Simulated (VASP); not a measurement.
# HfN (Fm-3m) in VASP: notebook, part 3 of 3

VASP 6.6.1. Earlier steps stand in the parts before.

### Step 4. Single point, PBE (volume scaled by 0.91)

The input, INCAR:

```
SYSTEM = HfN
PREC = Accurate
ENCUT = 520
EDIFF = 1E-7
ISMEAR = 0
SIGMA = 0.1
LREAL = .FALSE.
LASPH = .TRUE.
NELM = 60
ALGO = Normal
ISIF = 2
LWAVE = .FALSE.
LCHARG = .TRUE.
GGA = PE
LELF = .TRUE.
LVHAR = .TRUE.
NBANDS = 14
```

The input, KPOINTS:

```
regular mesh
0
G
  16 16 16
  0 0 0
```

The input, POSCAR:

```
HfN
1.0
    0.0000000000      2.2035232131      2.2035232131
    2.2035232131      0.0000000000      2.2035232131
    2.2035232131      2.2035232131      0.0000000000
Hf N
1 1
Direct
    0.0000000000      0.0000000000      0.0000000000
    0.5000000000      0.5000000000      0.5000000000
```

Potentials or basis: VASP PAW PBE potentials, release 64 (Hf_pv, N).

Run with:

```console
cat potpaw_PBE.64/Hf_pv/POTCAR potpaw_PBE.64/N/POTCAR > POTCAR
mpirun -np 1 vasp_std > vasp.out
```

OUTCAR:

```text
SYSTEM = HfN
   PREC = Accurate
   ENCUT = 520
   EDIFF = 1E-7
   ISMEAR = 0
   LREAL = .FALSE.
   LASPH = .TRUE.
   NELM = 60
   ISIF = 2
   GGA = PE

 ion  position               nearest neighbor table
   1  0.000  0.000  0.000-   2 2.20   2 2.20   2 2.20   2 2.20   2 2.20   2 2.20
   2  0.500  0.500  0.500-   1 2.20   1 2.20   1 2.20   1 2.20   1 2.20   1 2.20

  LATTYP: Found a face centered cubic cell.
 ALAT       =     4.4070464262

  Lattice vectors:

 A1 = (   0.0000000000,   2.2035232131,   2.2035232131)
 A2 = (   2.2035232131,   0.0000000000,   2.2035232131)
 A3 = (   2.2035232131,   2.2035232131,   0.0000000000)

Analysis of symmetry for initial positions (statically):
=====================================================================
 Subroutine PRICEL returns:
 Original cell was already a primitive cell.

 Routine SETGRP: Setting up the symmetry group for a
 face centered cubic supercell.

 Subroutine GETGRP returns: Found 48 space group operations
 (whereof 48 operations were pure point group operations)
 out of a pool of 48 trial point group operations.

The static configuration has the point symmetry O_h .

Analysis of symmetry for dynamics (positions and initial velocities):
=====================================================================
 Subroutine PRICEL returns:
 Original cell was already a primitive cell.

 Routine SETGRP: Setting up the symmetry group for a
 face centered cubic supercell.

 Subroutine GETGRP returns: Found 48 space group operations
 (whereof 48 operations were pure point group operations)
 out of a pool of 48 trial point group operations.

The dynamic configuration has the point symmetry O_h .

 Subroutine INISYM returns: Found 48 space group operations
 (whereof 48 operations are pure point group operations),
 and found     1 'primitive' translations

----------------------------------------------------------------------------------------

                                     Primitive cell

  volume of cell :      21.3985

  direct lattice vectors                    reciprocal lattice vectors
     0.000000000  2.203523213  2.203523213    -0.226909341  0.226909341  0.226909341
     2.203523213  0.000000000  2.203523213     0.226909341 -0.226909341  0.226909341
     2.203523213  2.203523213  0.000000000     0.226909341  0.226909341 -0.226909341

  length of vectors
     3.116252413  3.116252413  3.116252413     0.393018507  0.393018507  0.393018507

  position of ions in fractional coordinates (direct lattice)
     0.000000000  0.000000000  0.000000000
     0.500000000  0.500000000  0.500000000

  ion indices of the primitive-cell ions
   primitive index   ion index
                 1           1
                 2           2

----------------------------------------------------------------------------------------

 KPOINTS: regular mesh

Automatic generation of k-mesh.
 Grid dimensions read from file:
 generate k-points for:   16   16   16

 Generating k-lattice:

  Cartesian coordinates                     Fractional coordinates (reciprocal lattice)
    -0.014181834  0.014181834  0.014181834     0.062500000  0.000000000  0.000000000
     0.014181834 -0.014181834  0.014181834     0.000000000  0.062500000  0.000000000
     0.014181834  0.014181834 -0.014181834     0.000000000  0.000000000  0.062500000

  Length of vectors
     0.024563657  0.024563657  0.024563657

  Shift w.r.t. Gamma in fractional coordinates (k-lattice)
     0.000000000  0.000000000  0.000000000

 Subroutine IBZKPT returns following result:
 ===========================================

 Found    145 irreducible k-points:

 Following reciprocal coordinates:
            Coordinates               Weight
  0.000000  0.000000  0.000000      1.000000
  0.062500  0.000000  0.000000      8.000000
  0.125000  0.000000  0.000000      8.000000
  0.187500  0.000000  0.000000      8.000000
  0.250000  0.000000  0.000000      8.000000
  0.312500  0.000000  0.000000      8.000000
[... 16 lines left out ...]
 -0.125000  0.062500  0.000000     24.000000
 -0.062500  0.062500  0.000000     12.000000
 [... further k-points ...]
   k-points           NKPTS =    145   k-points in BZ     NKDIM =    145   number of bands    NBANDS=     14
   number of dos      NEDOS =    301   number of ions     NIONS =      2
   total plane-waves  NPLWV =  13824
   dimension x,y,z NGX =    24 NGY =   24 NGZ =   24
   dimension x,y,z NGXF=    48 NGYF=   48 NGZF=   48
   ions per type =               1   1
   NGX,Y,Z   is equivalent  to a cutoff of  12.80, 12.80, 12.80 a.u.
   NGXF,Y,Z  is equivalent  to a cutoff of  25.61, 25.61, 25.61 a.u.
 SYSTEM =  HfN
   PREC   = accura    normal or accurate (medium, high low for compatibility)
   ISTART =      0    job   : 0-new  1-cont  2-samecut
   ICHARG =      2    charge: 1-file 2-atom 10-const
   ISPIN  =      1    spin polarized calculation?
   LNONCOLLINEAR =      F non collinear calculations
   LSORBIT =      F    spin-orbit coupling
   LASPH  =      T    aspherical Exc in radial PAW
   ENCUT  =  520.0 eV  38.22 Ry    6.18 a.u.   5.79  5.79  5.79*2*pi/ulx,y,z
   NELM   =     60;   NELMIN=  2; NELMDL= -5     # of ELM steps
   EDIFF  = 0.1E-06   stopping-criterion for ELM
   LREAL  =      F    real-space projection
   EDIFFG = 0.1E-05   stopping-criterion for IOM
   NSW    =      0    number of steps for IOM
   IBRION =     -1    ionic relax: 0-MD 1-quasi-New 2-CG
   NFREE  =      0    steps in history (QN), initial steepest desc. (CG)
   ISIF   =      2    stress and relaxation
   ISYM   =      2    0-nonsym 1-usesym 2-fastsym
   POTIM  = 0.5000    time-step for ionic-motion
   TEBEG  =    0.0;   TEEND  =   0.0 temperature during run
   PSTRESS=    0.0 pullay stress
   NELECT =      15.0000    total number of electrons
   NUPDOWN=      -1.0000    fix difference up-down
   EMIN   =  10.00;   EMAX   =-10.00  energy-range for DOS
   EFERMI =   0.00;   METHOD = LEGACY
   ISMEAR =     0;   SIGMA  =   0.10  broadening in eV -4-tet -1-fermi 0-gaus
   EFERMI_NEDOS =   21; number of points for ismear=-14 and -15
   IALGO  =     38    algorithm
   IMIX   =      4    mixing-type and parameters
     AMIX     =   0.40;   BMIX     =  1.00
     AMIX_MAG =   1.60;   BMIX_MAG =  1.00
  volume/ion in A,a.u.               =      10.70        72.20
  Fermi-wavevector in a.u.,A,eV,Ry     =   1.454267  2.748167 28.774878  2.114894
  Thomas-Fermi vector in A             =   2.571438
   LORBIT       =      0    0 simple, 1 ext, 2 COOP (PROOUT), +10 PAW based schemes
   GGA     = PE    functional components
   LHFCALC =     F    Hartree Fock is set to
   AEXX    =    0.0000 exact exchange contribution
   IVDW    =     0    specifies the selected vdW correction
   LEPSILON=     F    determine dielectric tensor
   LRPA    =     F    only Hartree local field effects (RPA)
 non-spin polarized calculation
 Gauss-broadening in eV      SIGMA  =   0.10
  energy-cutoff  :      520.00
  volume of cell :       21.40
 maximum number of plane-waves:       588
   NGX = 11   NGY = 11   NGZ = 11

 number of electron      15.0000002 magnetization

 Free energy of the ion-electron system (eV)
  ---------------------------------------------------
  ext. energy  EPLUGINS =         0.00000000
  ---------------------------------------------------
  free energy    TOTEN  =       -21.60516877 eV

  energy without entropy =      -21.60231865  energy(sigma->0) =      -21.60374371

 E-fermi :   9.0661     XC(G=0): -13.1294

 val. band max:        9.0501637066   @ k =  -0.4375   0.3125   0.1250
 cond. band min:       9.0666707609   @ k =  -0.1250   0.0625   0.0000
 fundamental gap:      0.0165070543
 Fermi energy:         9.0660738713

 k-point     1 :       0.0000    0.0000    0.0000
  band No.  band energies     occupation
      1     -21.7899      2.00000
      2     -21.7899      2.00000
      3     -21.7899      2.00000
      4      -8.8878      2.00000
      5       5.9521      2.00000
      6       5.9521      2.00000
      7       5.9521      2.00000
      8       8.6712      2.00000
      9       8.6712      2.00000
     10       8.6712      2.00000
     11      11.2183      0.00000
     12      11.2183      0.00000
     13      11.6084      0.00000
     14      18.8120      0.00000
[... 375 lines left out ...]
 k-point    24 :      -0.0625    0.0625    0.0000
  band No.  band energies     occupation
      1     -21.9197      2.00000
      2     -21.8213      2.00000
      3     -21.7916      2.00000
      4      -8.6094      2.00000
      5       4.8888      2.00000
      6       5.2127      2.00000
      7       5.5691      2.00000
      8       8.8540      1.99729
      9       8.8602      1.99640
     10       9.3553      0.00004
     11      11.4957      0.00000
     12      12.3675      0.00000
     13      12.5021      0.00000
     14      19.6857      0.00000

 [... further k-points ...]
[... 5 lines left out ...]
  --------------------------------------------------------------------------------------
  -------------------------------------------------------------------------------------
  Total        3.7145647      3.7145647      3.7145647      0.0000000      0.0000000      0.0000000
  in kB      278.1221810    278.1221810    278.1221810      0.0000000      0.0000000      0.0000000
  external PRESSURE =     278.1221810 kB  Pullay stress =       0.0000000 kB

 VOLUME and BASIS-vectors are now :
 -----------------------------------------------------------------------------
  energy-cutoff  :      520.00
  volume of cell :       21.40
      direct lattice vectors                 reciprocal lattice vectors
     0.000000000  2.203523213  2.203523213    -0.226909341  0.226909341  0.226909341
     2.203523213  0.000000000  2.203523213     0.226909341 -0.226909341  0.226909341
     2.203523213  2.203523213  0.000000000     0.226909341  0.226909341 -0.226909341

 POSITION                                       TOTAL-FORCE (eV/Angst)
 -----------------------------------------------------------------------------------
      0.00000      0.00000      0.00000        -0.000000      0.000000      0.000000
      2.20352      2.20352      2.20352         0.000000     -0.000000      0.000000
 -----------------------------------------------------------------------------------
    total drift:                                0.000000     -0.000000     -0.000000

  FREE ENERGIE OF THE ION-ELECTRON SYSTEM (eV)
  ---------------------------------------------------
  free  energy   TOTEN  =       -21.6051687679 eV

  energy  without entropy=      -21.6023186502  energy(sigma->0) =      -21.60374371
```

OSZICAR:

```text
N       E                     dE             d eps       ncg     rms          rms(c)
DAV:   1     0.371483349741E+02    0.37148E+02   -0.79059E+03  4084   0.102E+03
DAV:   2    -0.228378888018E+02   -0.59986E+02   -0.56175E+02  5244   0.238E+02
DAV:   3    -0.246045782001E+02   -0.17667E+01   -0.17604E+01  4816   0.336E+01
DAV:   4    -0.246101069463E+02   -0.55287E-02   -0.55277E-02  4744   0.219E+00
DAV:   5    -0.246101364668E+02   -0.29520E-04   -0.29520E-04  4836   0.138E-01    0.570E+01
DAV:   6    -0.216746248591E+02    0.29355E+01   -0.78641E+00  4602   0.226E+01    0.471E+01
DAV:   7    -0.216258814468E+02    0.48743E-01   -0.44066E-01  5140   0.592E+00    0.280E+01
DAV:   8    -0.216088163240E+02    0.17065E-01   -0.64130E-02  5026   0.224E+00    0.523E+00
DAV:   9    -0.216053426335E+02    0.34737E-02   -0.11187E-02  4618   0.834E-01    0.194E+00
DAV:  10    -0.216051960926E+02    0.14654E-03   -0.10732E-03  5384   0.317E-01    0.387E-01
DAV:  11    -0.216051709209E+02    0.25172E-04   -0.72641E-05  4638   0.866E-02    0.905E-02
DAV:  12    -0.216051692682E+02    0.16527E-05   -0.62155E-06  5430   0.212E-02    0.288E-02
DAV:  13    -0.216051688443E+02    0.42385E-06   -0.26773E-07  4502   0.496E-03    0.317E-03
DAV:  14    -0.216051687679E+02    0.76463E-07   -0.12090E-08  3320   0.104E-03
   1 F= -.21605169E+02 E0= -.21603744E+02  d E =-.285012E-02
```

stdout:

```text
POSCAR found type information on POSCAR HfN
 POSCAR found :  2 types and       2 ions
 scaLAPACK will be used
 LDA part: xc-table for (Slater+PW92), standard interpolation
 POSCAR, INCAR and KPOINTS ok, starting setup
 FFT: planning ... GRIDC
 FFT: planning ... GRID_SOFT
 FFT: planning ... GRID
 WAVECAR not read
 entering main loop
```

It took 28 s on 1 thread of AMD EPYC 9R45 (Zen 5), shared host; peak memory 0.14 GiB.

What came out:

```
Free energy : -21.6052 eV
Pressure    : 27.8 GPa
```

Levels at points of the mesh, in eV from the Fermi level:
| k point | band 6 | band 7 | band 8 | band 9 | band 10 | band 11 |
| --- | --- | --- | --- | --- | --- | --- |
| (0.00, 0.00, 0.00) | -3.11 | -3.11 | -0.39 | -0.39 | -0.39 | 2.15 |
| (0.50, 0.00, 0.00) | -6.57 | -6.57 | 3.63 | 4.10 | 4.10 | 4.84 |
| (0.50, 0.50, 0.00) | -4.16 | -3.72 | -3.72 | 4.51 | 6.12 | 6.12 |

Caveat: spin-orbit coupling is left out, which moves the levels of the heavy elements.

### Step 5. Single point, PBE (volume scaled by 0.94)

The input, INCAR:

```
SYSTEM = HfN
ALGO = Normal
EDIFF = 1E-7
ENCUT = 520
GGA = PE
ISIF = 2
ISMEAR = 0
LASPH = .True.
LCHARG = .False.
LREAL = .False.
LWAVE = .False.
NBANDS = 14
NELM = 80
PREC = Accurate
SIGMA = 0.1
```

The input, KPOINTS:

```
k-points
0
Gamma
  16 16 16
  0 0 0
```

The input, POSCAR:

```
HfN
1.0
    0.0000000000      2.2274764289      2.2274764289
    2.2274764289      0.0000000000      2.2274764289
    2.2274764289      2.2274764289      0.0000000000
Hf N
1 1
Direct
    0.0000000000      0.0000000000      0.0000000000
    0.5000000000      0.5000000000      0.5000000000
```

Run with:

```console
cat potpaw_PBE.64/Hf_pv/POTCAR potpaw_PBE.64/N/POTCAR > POTCAR
mpirun -np 1 vasp_std > vasp.out
```

Wall time 26 s (1 thread of AMD EPYC 9R45 (Zen 5), shared host); peak memory 0.14 GiB.

It converged, with:

```yaml
Free_energy: -21.7016 eV
Pressure: 16.1 GPa
```

Levels at points of the mesh, in eV from the Fermi level:
```csv
k point,band 4,band 5,band 6,band 7,band 8,band 9,band 10,band 11,band 12,band 13
"(0.00, 0.00, 0.00)",-17.76,-3.08,-3.08,-3.08,-0.37,-0.37,-0.37,2.07,2.07,2.21
"(0.50, 0.00, 0.00)",-14.79,-9.14,-6.40,-6.40,3.47,3.92,3.92,4.65,9.35,9.35
"(0.50, 0.50, 0.00)",-16.66,-5.40,-4.00,-3.72,-3.72,4.33,5.86,5.86,6.10,8.56
```

Caveat: spin-orbit coupling is left out, which moves the levels of the heavy elements.

### Step 6. The runs side by side

```csv
cell,k mesh,gap on the mesh (eV),pressure (GPa)
"a = 3.190 Å, angles 60.0°, 2 atoms",8 × 8 × 8,none,4.4
"a = 3.082 Å, angles 60.0°, 2 atoms",16 × 16 × 16,none,41.6
"a = 3.116 Å, angles 60.0°, 2 atoms",16 × 16 × 16,none,27.8
"a = 3.150 Å, angles 60.0°, 2 atoms",16 × 16 × 16,none,16.1
```

Alike in all rows: task single point; level PBE; potentials or basis VASP PAW PBE potentials, release 64 (Hf_pv, N); no spin polarisation; cutoff (eV) 520; smearing gaussian 0.1 eV.

Caveats: spin-orbit coupling is left out, which moves the levels of the heavy elements.

Absolute energies hang on the potentials; compare differences alone.
